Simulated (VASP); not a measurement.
# Ta4F in VASP: a series of runs, part 2 of 2

VASP 6.6.1.

**4. Single point, LDA**

Contents of INCAR:

```
SYSTEM = Ta4F
PREC     = Accurate       ! precision mode
ENCUT    = 520            ! plane-wave cutoff, eV
EDIFF    = 1E-7           ! SCF threshold, eV
ISMEAR   = 0              ! smearing method
SIGMA    = 0.1            ! smearing width, eV
LREAL    = .FALSE.        ! projectors in reciprocal space
LASPH    = .TRUE.         ! aspherical terms in the spheres
NELM     = 100            ! most SCF steps
ALGO     = Normal         ! electronic algorithm
ISIF     = 2              ! what is computed and relaxed
LWAVE    = .FALSE.        ! write WAVECAR
LCHARG   = .FALSE.        ! write CHGCAR
LDIPOL   = .TRUE.       
IDIPOL   = 3            
DIPOL    = 0.5 0.5 0.352
GGA      = CA             ! functional
NBANDS   = 34             ! bands
```

Contents of KPOINTS:

```
Automatic mesh
0
G
  8 8 1
  0 0 0
```

Contents of POSCAR:

```
Ta4F
1.0
    3.2528501167      0.0000000000      0.0000000000
    0.0000000000      3.2528501167      0.0000000000
    0.0000000000      0.0000000000     20.2133955742
Ta F
4 1
Direct
    0.5000000000      0.5000000000      0.1978885727
    0.0000000000      0.0000000000      0.2783513061
    0.5000000000      0.5000000000      0.3580225065
    0.0000000000      0.0000000000      0.4310703534
    0.3750000000      0.3750000000      0.4925473684
```

Potentials or basis: VASP PAW LDA potentials, release 64 (Ta_pv, F).

On the command line:

```sh
> cat potpaw_LDA.64/Ta_pv/POTCAR potpaw_LDA.64/F/POTCAR > POTCAR
> mpirun -np 1 vasp_std > vasp.out
```

OUTCAR:

```text
SYSTEM = Ta4F
   PREC = Accurate
   ENCUT = 520
   EDIFF = 1E-7
   ISMEAR = 0
   LREAL = .FALSE.
   LASPH = .TRUE.
   NELM = 100
   ISIF = 2
   GGA = CA

 ion  position               nearest neighbor table
   1  0.500  0.500  0.198-   2 2.82   2 2.82   2 2.82   2 2.82   3 3.24
   2  0.000  0.000  0.278-   3 2.81   3 2.81   3 2.81   3 2.81   1 2.82   1 2.82   1 2.82   1 2.82
                             4 3.09
   3  0.500  0.500  0.358-   4 2.73   4 2.73   4 2.73   4 2.73   2 2.81   2 2.81   2 2.81   2 2.81
                             1 3.24
   4  0.000  0.000  0.431-   5 2.13   5 2.68   5 2.68   3 2.73   3 2.73   3 2.73   3 2.73   2 3.09

[... 984 lines left out ...]
  Total       -4.2458452     -4.2458452     -0.1890085      0.6278499     -0.9240362     -0.9240363
  in kB      -31.8058757    -31.8058757     -1.4158735      4.7032608     -6.9220095     -6.9220103
  external PRESSURE =     -21.6758749 kB  Pullay stress =       0.0000000 kB

 VOLUME and BASIS-vectors are now :
 -----------------------------------------------------------------------------
  energy-cutoff  :      520.00
  volume of cell :      213.88
      direct lattice vectors                 reciprocal lattice vectors
     3.252850117  0.000000000  0.000000000     0.307422711  0.000000000  0.000000000
     0.000000000  3.252850117  0.000000000     0.000000000  0.307422711  0.000000000
     0.000000000  0.000000000 20.213395574     0.000000000  0.000000000  0.049472143

 POSITION                                       TOTAL-FORCE (eV/Angst)
 -----------------------------------------------------------------------------------
      1.62643      1.62643      4.00000         0.083633      0.083633      0.879287
      0.00000      0.00000      5.62643        -0.005624     -0.005624     -0.725579
      1.62643      1.62643      7.23685        -0.215254     -0.215254     -1.170942
      0.00000      0.00000      8.71340         0.833814      0.833814      0.976558
      1.21982      1.21982      9.95605        -0.696568     -0.696568      0.040675
 -----------------------------------------------------------------------------------
    total drift:                                0.000169      0.000169     -0.000888

  FREE ENERGIE OF THE ION-ELECTRON SYSTEM (eV)
  ---------------------------------------------------
  free  energy   TOTEN  =       -53.3801678321 eV

  energy  without entropy=      -53.3528119519  energy(sigma->0) =      -53.36648989

 vacuum level on the upper side and lower side of the slab         4.077         3.479
```

OSZICAR:

```text
N       E                     dE             d eps       ncg     rms          rms(c)
DAV:   1     0.419949734082E+03    0.41995E+03   -0.28374E+04  1756   0.131E+03
DAV:   2    -0.346788006087E+02   -0.45463E+03   -0.44176E+03  1698   0.359E+02
DAV:   3    -0.584426978865E+02   -0.23764E+02   -0.23170E+02  1752   0.749E+01
[... 19 lines left out ...]
DAV:  23    -0.533801470041E+02   -0.13439E-04   -0.10838E-06  1584   0.489E-03    0.340E-03
DAV:  24    -0.533801601324E+02   -0.13128E-04   -0.16274E-06  1598   0.578E-03    0.124E-03
DAV:  25    -0.533801649328E+02   -0.48004E-05   -0.32296E-07  1304   0.218E-03    0.667E-04
DAV:  26    -0.533801676343E+02   -0.27015E-05   -0.18926E-07  1132   0.163E-03    0.251E-04
DAV:  27    -0.533801677534E+02   -0.11918E-06   -0.18340E-08  1064   0.685E-04    0.184E-04
DAV:  28    -0.533801678321E+02   -0.78640E-07   -0.69837E-09   956   0.322E-04
   1 F= -.53380168E+02 E0= -.53366490E+02  d E =-.273559E-01
```

Run time: 2.1 min. Hardware: 1 thread of Intel Xeon 6975P-C (Granite Rapids), shared host; peak memory 0.3 GiB.

Results:

* Free energy: -53.3802 eV
* Largest force: 1.531 eV/Å
* Band gap on the k mesh: zero (an odd number of electrons rules out a gap without spin polarisation)

Forces in eV/Å, atoms in the order of the input:
```
Ta   0.084  0.084  0.879
Ta  -0.006 -0.006 -0.726
Ta  -0.215 -0.215 -1.171
Ta   0.834  0.834  0.977
F   -0.697 -0.697  0.041
```

Caveat: spin-orbit coupling is left out, which moves the levels of the heavy elements; an odd number of electrons without spin polarisation forces a metal; a magnetic or distorted state may lie lower.

**5. Relaxation of the atoms, LDA**

Contents of INCAR:

```
SYSTEM = Ta4F
ALGO = Normal ; DIPOL = 0.5 0.5 0.357
EDIFF = 1E-6 ; EDIFFG = -0.025
ENCUT = 520 ; IBRION = 2
IDIPOL = 3 ; ISIF = 2
ISMEAR = 0 ; LASPH = .TRUE.
LCHARG = .FALSE. ; LDIPOL = .TRUE.
LREAL = .FALSE. ; LWAVE = .FALSE.
NELM = 80 ; NSW = 36
PREC = Accurate ; SIGMA = 0.1
```

Contents of KPOINTS:

```
k-points
0
G
  8 8 1
  0 0 0
```

Contents of POSCAR:

```
Ta4F
1.0
    3.2528501167      0.0000000000      0.0000000000
    0.0000000000      3.2528501167      0.0000000000
    0.0000000000      0.0000000000     20.2133955742
Ta F
4 1
Selective dynamics
Direct
    0.5000000000      0.5000000000      0.1978885727  F F F
    0.0000000000      0.0000000000      0.2783513061  F F F
    0.5000000000      0.5000000000      0.3580225065  F F F
    0.0000000000      0.0000000000      0.4310703534  F F F
    0.1250000000      0.1250000000      0.5185637502  F F T
```

On the command line:

```sh
> cat potpaw_LDA.64/Ta_pv/POTCAR potpaw_LDA.64/F/POTCAR > POTCAR
> mpirun -np 1 vasp_std > vasp.out
```

It took 3.3 min on 1 thread of AMD EPYC 9R45 (Zen 5), shared host; peak memory 0.27 GiB.

Results (log left out):

```yaml
Free_energy: -53.9367 eV
Energy_gained_by_relaxing: 0.4 meV/atom
Ionic_steps: 3
Band_gap_on_the_k_mesh: zero (an odd number of electrons rules out a gap without spin polarisation)
```

Step by step:
```csv
step,energy change (eV),largest force on free atoms (eV/Å),pressure (GPa)
1,0.0000,0.3498,-0.85
2,-0.0019,0.1238,-1.11
3,-0.0021,0.0009,-1.04
```

Final structure:
```
Ta F
1.0
     3.25285    0.00000    0.00000
     0.00000    3.25285    0.00000
     0.00000    0.00000   20.21340
Ta F
4 1
Cartesian
  1.6264 1.6264 4.0000
  0.0000 0.0000 5.6264
  1.6264 1.6264 7.2369
  0.0000 0.0000 8.7134
  0.4066 0.4066 10.4943
```

Levels at points of the mesh, in eV from the Fermi level:
```csv
k point,band 24,band 25,band 26,band 27,band 28,band 29
"(0.00, 0.00, 0.00)",-0.08,0.37,0.37,0.50,0.81,0.81
"(0.50, 0.00, 0.00)",-1.17,0.10,0.20,0.30,0.88,1.17
"(0.50, 0.50, 0.00)",-1.39,-0.28,-0.19,2.20,2.21,2.55
```

Caveat: spin-orbit coupling is left out, which moves the levels of the heavy elements; an odd number of electrons without spin polarisation forces a metal; a magnetic or distorted state may lie lower.

**6. Summary**

| task | cell | atoms held fixed (from 0) | gap on the mesh (eV) | largest force (eV/Å) |
| --- | --- | --- | --- | --- |
| single point | as given, atomic positions A | - | none | 1.56 |
| single point | as given, atomic positions B | - | none | 1.43 |
| single point | as given, atomic positions C | - | none | 1.53 |
| relaxation of the atoms | atoms relaxed, atomic positions B | [0, 1, 2, 3, 4] | none | - |

Alike in all rows: level LDA; potentials or basis VASP PAW LDA potentials, release 64 (Ta_pv, F); no spin polarisation; k mesh 8 × 8 × 1; cutoff (eV) 520; smearing gaussian 0.1 eV.

Caveats: spin-orbit coupling is left out, which moves the levels of the heavy elements; an odd number of electrons without spin polarisation forces a metal; a magnetic or distorted state may lie lower.

Total energies depend on the potentials used, so only differences within one code and one set of settings carry meaning.
